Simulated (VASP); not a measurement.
# Mg2C3 (P-1) in VASP: notebook

Runs on Mg2C3. Level: r2SCAN. Tasks: single point.

Program: VASP 6.6.1. These are calculated values, not measurements. Logs are shortened: lines on timing, memory, paths and dates and some standing lists are left out, and cuts for length are marked.

### Step 1. The cell of the first run

The typed cell holds 5 atoms: a = 3.345 Å, b = 3.344 Å, c = 5.018 Å, α = 95.74°, β = 104.61°, γ = 88.94°.

### Step 2. Single point, r2SCAN (strain +0.1125 x Voigt [0, 0, 0, 1, 0, 0])

POSCAR

```
Mg2C3
1.0
    2.3870223790     -2.3397687327     -0.1379360920
    2.3870223790      2.3390550131      0.1252477438
   -1.2253611782      0.2732858938      4.8584158892
Mg C
2 3
Direct
    0.8082382625      0.8082382625      0.1984312469
    0.1917617375      0.1917617375      0.8015687531
    0.3041690745      0.3041690745      0.2614645499
    0.6958309255      0.6958309255      0.7385354501
    0.5000000000      0.5000000000      0.5000000000
```

INCAR.step1

```
SYSTEM = Mg2C3
ALGO = Normal
EDIFF = 1E-5
ENCUT = 660
GGA = PE
GGA_COMPAT = .False.
ISMEAR = 0
LASPH = .True.
LCHARG = .False.
LREAL = .False.
LWAVE = .True.
NBANDS = 24
NELM = 120
PREC = Accurate
SIGMA = 0.05
```

INCAR.step2

```
SYSTEM = Mg2C3
ALGO = Normal
EDIFF = 1E-6
ENCUT = 660
GGA_COMPAT = .False.
ISIF = 2
ISMEAR = 0
ISTART = 1
LASPH = .True.
LCHARG = .False.
LMIXTAU = .True.
LREAL = .False.
LWAVE = .False.
METAGGA = R2SCAN
NBANDS = 24
NELM = 120
PREC = Accurate
SIGMA = 0.05
```

KPOINTS

```
k-points
0
Gamma
  8 8 6
  0 0 0
```

Potentials or basis: VASP PAW PBE potentials, release 64 (Mg_sv, C).

Command:

```
> cat potpaw_PBE.64/Mg_sv/POTCAR potpaw_PBE.64/C/POTCAR > POTCAR
> cp INCAR.step1 INCAR
> mpirun -np 1 vasp_std > vasp.out
> cp INCAR.step2 INCAR
> mpirun -np 1 vasp_std > vasp.out
```

OUTCAR:

```text
SYSTEM = Mg2C3
   EDIFF = 1E-6
   ENCUT = 660
   ISIF = 2
   ISMEAR = 0
   ISTART = 1
   LASPH = .True.
   LREAL = .False.
   METAGGA = R2SCAN
   NELM = 120
   PREC = Accurate

 ion  position               nearest neighbor table
   1  0.808  0.808  0.198-
   2  0.192  0.192  0.802-
   3  0.304  0.304  0.261-   5 1.32
   4  0.696  0.696  0.739-   5 1.32
   5  0.500  0.500  0.500-   3 1.32   4 1.32

  LATTYP: Found a triclinic cell.
 ALAT       =     3.3453579668
 B/A-ratio  =     2.1763451137
 C/A-ratio  =     2.3114900707
 COS(alpha) =     0.0031129285
 COS(beta)  =     0.6043449706
 COS(gamma) =     0.7451144058

  Lattice vectors:

 A1 = (  -2.3870223790,   2.3397687327,   0.1379360920)
 A2 = (  -3.5486835798,   4.4062515716,  -4.5825437052)
 A3 = (  -5.9994059362,   0.2739996134,   4.8711042374)

Analysis of symmetry for initial positions (statically):
=====================================================================
 Subroutine PRICEL returns:
 Original cell was already a primitive cell.

 Routine SETGRP: Setting up the symmetry group for a
 triclinic supercell.

 Subroutine GETGRP returns: Found  2 space group operations
 (whereof  2 operations were pure point group operations)
 out of a pool of  2 trial point group operations.

The static configuration has the point symmetry S_2 .

Analysis of symmetry for dynamics (positions and initial velocities):
=====================================================================
 Subroutine PRICEL returns:
 Original cell was already a primitive cell.

 Routine SETGRP: Setting up the symmetry group for a
 triclinic supercell.

 Subroutine GETGRP returns: Found  2 space group operations
 (whereof  2 operations were pure point group operations)
 out of a pool of  2 trial point group operations.

The dynamic configuration has the point symmetry S_2 .

 Subroutine INISYM returns: Found  2 space group operations
 (whereof  2 operations are pure point group operations),
 and found     1 'primitive' translations

----------------------------------------------------------------------------------------

                                     Primitive cell

  volume of cell :      54.0531

  direct lattice vectors                    reciprocal lattice vectors
     2.387022379 -2.339768733 -0.137936092     0.209606493 -0.217390465  0.065093935
     2.387022379  2.339055013  0.125247744     0.209606493  0.211424194  0.040973110
    -1.225361178  0.273285894  4.858415889     0.000547413 -0.011622388  0.206620231

  length of vectors
     3.345357967  3.344359608  5.018007588     0.308918625  0.300522657  0.206947577

  position of ions in fractional coordinates (direct lattice)
     0.808238262  0.808238262  0.198431247
     0.191761738  0.191761738  0.801568753
     0.304169075  0.304169075  0.261464550
     0.695830925  0.695830925  0.738535450
     0.500000000  0.500000000  0.500000000

  ion indices of the primitive-cell ions
   primitive index   ion index
                 1           1
                 2           2
                 3           3
                 4           4
                 5           5

----------------------------------------------------------------------------------------

 KPOINTS: k-points

Automatic generation of k-mesh.
 Grid dimensions read from file:
 generate k-points for:    8    8    6

 Generating k-lattice:

  Cartesian coordinates                     Fractional coordinates (reciprocal lattice)
     0.026200812 -0.027173808  0.008136742     0.125000000  0.000000000  0.000000000
     0.026200812  0.026428024  0.005121639    -0.000000000  0.125000000  0.000000000
     0.000091236 -0.001937065  0.034436705     0.000000000 -0.000000000  0.166666667

  Length of vectors
     0.038614828  0.037565332  0.034491263

  Shift w.r.t. Gamma in fractional coordinates (k-lattice)
     0.000000000  0.000000000  0.000000000

 Subroutine IBZKPT returns following result:
 ===========================================

 Found    196 irreducible k-points:

 Following reciprocal coordinates:
            Coordinates               Weight
  0.000000  0.000000  0.000000      1.000000
  0.125000 -0.000000  0.000000      2.000000
  0.250000 -0.000000  0.000000      2.000000
  0.375000 -0.000000  0.000000      2.000000
  0.500000 -0.000000  0.000000      1.000000
  0.000000  0.125000  0.000000      2.000000
[... 16 lines left out ...]
  0.125000  0.375000  0.000000      2.000000
  0.250000  0.375000  0.000000      2.000000
 [... further k-points ...]
   k-points           NKPTS =    196   k-points in BZ     NKDIM =    196   number of bands    NBANDS=     24
   number of dos      NEDOS =    301   number of ions     NIONS =      5
   total plane-waves  NPLWV =  32928
   dimension x,y,z NGX =    28 NGY =   28 NGZ =   42
   dimension x,y,z NGXF=    56 NGYF=   56 NGZF=   84
   ions per type =               2   3
   NGX,Y,Z   is equivalent  to a cutoff of  13.91, 13.92, 13.91 a.u.
   NGXF,Y,Z  is equivalent  to a cutoff of  27.83, 27.84, 27.83 a.u.
 SYSTEM =  Mg2C3
   PREC   = accura    normal or accurate (medium, high low for compatibility)
   ISTART =      1    job   : 0-new  1-cont  2-samecut
   ICHARG =      0    charge: 1-file 2-atom 10-const
   ISPIN  =      1    spin polarized calculation?
   LNONCOLLINEAR =      F non collinear calculations
   LSORBIT =      F    spin-orbit coupling
   LASPH  =      T    aspherical Exc in radial PAW
   ENCUT  =  660.0 eV  48.51 Ry    6.96 a.u.   7.01  7.01 10.51*2*pi/ulx,y,z
   NELM   =    120;   NELMIN=  2; NELMDL=  0     # of ELM steps
   EDIFF  = 0.1E-05   stopping-criterion for ELM
   LREAL  =      F    real-space projection
   EDIFFG = 0.1E-04   stopping-criterion for IOM
   NSW    =      0    number of steps for IOM
   IBRION =     -1    ionic relax: 0-MD 1-quasi-New 2-CG
   NFREE  =      0    steps in history (QN), initial steepest desc. (CG)
   ISIF   =      2    stress and relaxation
   ISYM   =      2    0-nonsym 1-usesym 2-fastsym
   POTIM  = 0.5000    time-step for ionic-motion
   TEBEG  =    0.0;   TEEND  =   0.0 temperature during run
   PSTRESS=    0.0 pullay stress
   NELECT =      32.0000    total number of electrons
   NUPDOWN=      -1.0000    fix difference up-down
   EMIN   =  10.00;   EMAX   =-10.00  energy-range for DOS
   EFERMI =   0.00;   METHOD = LEGACY
   ISMEAR =     0;   SIGMA  =   0.05  broadening in eV -4-tet -1-fermi 0-gaus
   EFERMI_NEDOS =   21; number of points for ismear=-14 and -15
   IALGO  =     38    algorithm
   IMIX   =      4    mixing-type and parameters
     AMIX     =   0.40;   BMIX     =  1.00
     AMIX_MAG =   1.60;   BMIX_MAG =  1.00
  volume/ion in A,a.u.               =      10.81        72.95
  Fermi-wavevector in a.u.,A,eV,Ry     =   1.374627  2.597667 25.709542  1.889598
  Thomas-Fermi vector in A             =   2.500036
   LORBIT       =      0    0 simple, 1 ext, 2 COOP (PROOUT), +10 PAW based schemes
   METAGGA = R2SCAN    functional components
   LHFCALC =     F    Hartree Fock is set to
   AEXX    =    0.0000 exact exchange contribution
   IVDW    =     0    specifies the selected vdW correction
   LEPSILON=     F    determine dielectric tensor
   LRPA    =     F    only Hartree local field effects (RPA)
 non-spin polarized calculation
 Gauss-broadening in eV      SIGMA  =   0.05
  energy-cutoff  :      660.00
  volume of cell :       54.05
 maximum number of plane-waves:      2100
   NGX = 15   NGY = 15   NGZ = 21

 number of electron      32.0000015 magnetization

 Free energy of the ion-electron system (eV)
  ---------------------------------------------------
  ext. energy  EPLUGINS =         0.00000000
  ---------------------------------------------------
  free energy    TOTEN  =       -37.53329017 eV

  energy without entropy =      -37.53329017  energy(sigma->0) =      -37.53329017

 E-fermi :   5.0006     XC(G=0): -11.2842

 val. band max:        4.5814377163   @ k =  -0.0000  -0.0000   0.5000
 cond. band min:       6.1426437289   @ k =   0.5000   0.5000   0.0000
 fundamental gap:      1.5612060126
 Fermi energy:         5.0005626236

 k-point     1 :       0.0000    0.0000    0.0000
  band No.  band energies     occupation
      1     -73.7940      2.00000
      2     -73.7892      2.00000
      3     -38.9645      2.00000
      4     -38.9314      2.00000
      5     -38.9073      2.00000
      6     -38.8946      2.00000
[... 16 lines left out ...]
     23      14.4907      0.00000
     24      15.6305      0.00000

 k-point     2 :       0.1250   -0.0000    0.0000
  band No.  band energies     occupation
      1     -73.7938      2.00000
      2     -73.7893      2.00000
      3     -38.9634      2.00000
      4     -38.9332      2.00000
      5     -38.9076      2.00000
      6     -38.8960      2.00000
[... 16 lines left out ...]
     23      14.3172      0.00000
     24      15.6035      0.00000

 k-point     3 :       0.2500   -0.0000    0.0000
  band No.  band energies     occupation
      1     -73.7931      2.00000
      2     -73.7896      2.00000
      3     -38.9602      2.00000
      4     -38.9377      2.00000
      5     -38.9080      2.00000
      6     -38.8997      2.00000
[... 16 lines left out ...]
     23      14.3141      0.00000
     24      15.8724      0.00000
[... 514 lines left out ...]
 k-point    23 :       0.1250    0.3750    0.0000
  band No.  band energies     occupation
      1     -73.7925      2.00000
      2     -73.7897      2.00000
      3     -38.9619      2.00000
      4     -38.9350      2.00000
      5     -38.9080      2.00000
      6     -38.9041      2.00000
[... 16 lines left out ...]
     23      14.5092      0.00000
     24      15.8785      0.00000

 k-point    24 :       0.2500    0.3750    0.0000
  band No.  band energies     occupation
      1     -73.7920      2.00000
      2     -73.7898      2.00000
      3     -38.9589      2.00000
      4     -38.9379      2.00000
      5     -38.9118      2.00000
      6     -38.9033      2.00000
[... 16 lines left out ...]
     23      15.4902      0.00000
     24      16.0951      0.00000

 [... further k-points ...]

------------------------ aborting loop because EDIFF is reached ----------------------------------------

  FORCE on cell =-STRESS in cart. coord.  units (eV):
  Direction    XX          YY          ZZ          XY          YZ          ZX
  --------------------------------------------------------------------------------------
  -------------------------------------------------------------------------------------
  Total       -0.2932327      0.2258697     -0.0124120      0.2558083     -3.0434867     -0.1003970
  in kB       -8.6916574      6.6949623     -0.3679010      7.5823683    -90.2114494     -2.9758509
  external PRESSURE =      -0.7881987 kB  Pullay stress =       0.0000000 kB

 VOLUME and BASIS-vectors are now :
 -----------------------------------------------------------------------------
  energy-cutoff  :      660.00
  volume of cell :       54.05
      direct lattice vectors                 reciprocal lattice vectors
     2.387022379 -2.339768733 -0.137936092     0.209606493 -0.217390465  0.065093935
     2.387022379  2.339055013  0.125247744     0.209606493  0.211424194  0.040973110
    -1.225361178  0.273285894  4.858415889     0.000547413 -0.011622388  0.206620231

 POSITION                                       TOTAL-FORCE (eV/Angst)
 -----------------------------------------------------------------------------------
      3.61542      0.05365      0.95381        -0.014932     -0.367463      0.040339
     -0.06673      0.21892      3.89192         0.014932      0.367463     -0.040339
      1.13173      0.07124      1.26644         0.066195     -0.142749     -0.018629
      2.41696      0.20133      3.57928        -0.066195      0.142749      0.018629
      1.77434      0.13629      2.42286        -0.000000     -0.000000      0.000000
 -----------------------------------------------------------------------------------
    total drift:                                0.000000      0.000000     -0.000000

  FREE ENERGIE OF THE ION-ELECTRON SYSTEM (eV)
  ---------------------------------------------------
  free  energy   TOTEN  =       -37.5332901678 eV

  energy  without entropy=      -37.5332901678  energy(sigma->0) =      -37.53329017
```

Wall time 8.2 min (1 thread of Intel Xeon 6975P-C (Granite Rapids), shared host); peak memory 0.39 GiB.

What came out:

```
Free energy            : -37.5333 eV
Pressure               : -0.1 GPa
Largest force          : 0.370 eV/Å
Band gap on the k mesh : 1.56 eV (least direct gap 2.28 eV)
```

Forces on the atoms (eV/Å):
```
Mg  -0.015 -0.367  0.040
Mg   0.015  0.367 -0.040
C    0.066 -0.143 -0.019
C   -0.066  0.143  0.019
C    0.000  0.000  0.000
```

Caveat: the cell differs from its parent crystal (strain +0.1125 x Voigt [0, 0, 0, 1, 0, 0]); the PAW data sets were made with another functional, which shifts forces and pressure a little.

### Step 3. Single point, r2SCAN (strain -0.0750 x Voigt [0, 0, 0, 1, 0, 0])

POSCAR: that of step 2 with these lines changed.

```diff
@@ -2,5 +2,5 @@
 1.0
-    2.3870223790     -2.3397687327     -0.1379360920
-    2.3870223790      2.3390550131      0.1252477438
-   -1.2253611782      0.2732858938      4.8584158892
+    2.3870223790     -2.3391739664      0.0813837711
+    2.3870223790      2.3396497794     -0.0940721193
+   -1.2253611782     -0.1821905958      4.8584158892
 Mg C
```

INCAR.step1

```
SYSTEM = Mg2C3
  PREC = Accurate
  ENCUT = 660
  ISMEAR = 0
  SIGMA = 0.05
  LREAL = .False.
  LASPH = .True.
  NELM = 120
  NBANDS = 24
  GGA = PE
  ALGO = Normal
  EDIFF = 1E-5
  LWAVE = .True.
  LCHARG = .False.
  GGA_COMPAT = .False.
```

INCAR.step2

```
SYSTEM = Mg2C3
  PREC = Accurate
  ENCUT = 660
  EDIFF = 1E-6
  ISMEAR = 0
  SIGMA = 0.05
  LREAL = .False.
  LASPH = .True.
  NELM = 120
  ALGO = Normal
  ISIF = 2
  LWAVE = .False.
  LCHARG = .False.
  METAGGA = R2SCAN
  LMIXTAU = .True.
  NBANDS = 24
  ISTART = 1
  GGA_COMPAT = .False.
```

KPOINTS

```
Automatic mesh
0
Gamma
  8 8 6
  0 0 0
```

Potentials or basis: VASP PAW PBE potentials, release 64 (Mg_sv, C).

Command:

```
> cat potpaw_PBE.64/Mg_sv/POTCAR potpaw_PBE.64/C/POTCAR > POTCAR
> cp INCAR.step1 INCAR
> mpirun -np 1 vasp_std > vasp.out
> cp INCAR.step2 INCAR
> mpirun -np 1 vasp_std > vasp.out
```

It took 13 min on 1 thread of Intel Xeon Platinum 8375C at 2.90GHz (Ice Lake), shared host; peak memory 0.4 GiB.

Results (log left out):

```
Free energy            : -37.6293 eV
Pressure               : -0.2 GPa
Largest force          : 0.214 eV/Å
Band gap on the k mesh : 1.72 eV (least direct gap 2.39 eV)
```

Forces in eV/Å, atoms in the order of the input:
```
Mg  -0.032  0.211  0.019
Mg   0.032 -0.211 -0.019
C    0.012  0.095 -0.041
C   -0.012 -0.095  0.041
C    0.000  0.000  0.000
```

Stress tensor (GPa, compression positive):
```
-0.56 -0.53  0.04
-0.53  0.03  6.01
 0.04  6.01  0.01
```

Levels at points of the mesh, in eV from the valence-band top:
```
           k point  band 13  band 14  band 15  band 16  band 17  band 18  band 19  band 20
(0.00, 0.00, 0.00)    -3.66    -3.32    -1.56    -0.74     3.77     3.96     4.56     7.87
(0.50, 0.00, 0.00)    -4.94    -3.59    -3.18    -0.19     3.47     5.05     6.56     7.33
(0.00, 0.50, 0.00)    -5.20    -3.44    -3.44    -0.24     3.24     4.62     6.96     7.19
(0.50, 0.50, 0.00)    -5.84    -4.10    -2.75    -1.25     1.72     2.53     3.66     6.13
(0.00, 0.00, 0.50)    -4.20    -3.80    -0.95     0.00     3.26     3.91     4.44     6.29
(0.50, 0.00, 0.50)    -4.51    -3.61    -1.21    -0.21     2.76     4.25     5.93     7.24
(0.00, 0.50, 0.50)    -4.29    -3.37    -1.78    -0.40     1.99     4.26     6.66     7.03
(0.50, 0.50, 0.50)    -5.64    -4.25    -3.19    -2.07     2.14     3.87     5.80     7.39
```

Caveat: the cell differs from its parent crystal (strain -0.0750 x Voigt [0, 0, 0, 1, 0, 0]); the PAW data sets were made with another functional, which shifts forces and pressure a little.

(Part 1 of 2 ends here.)
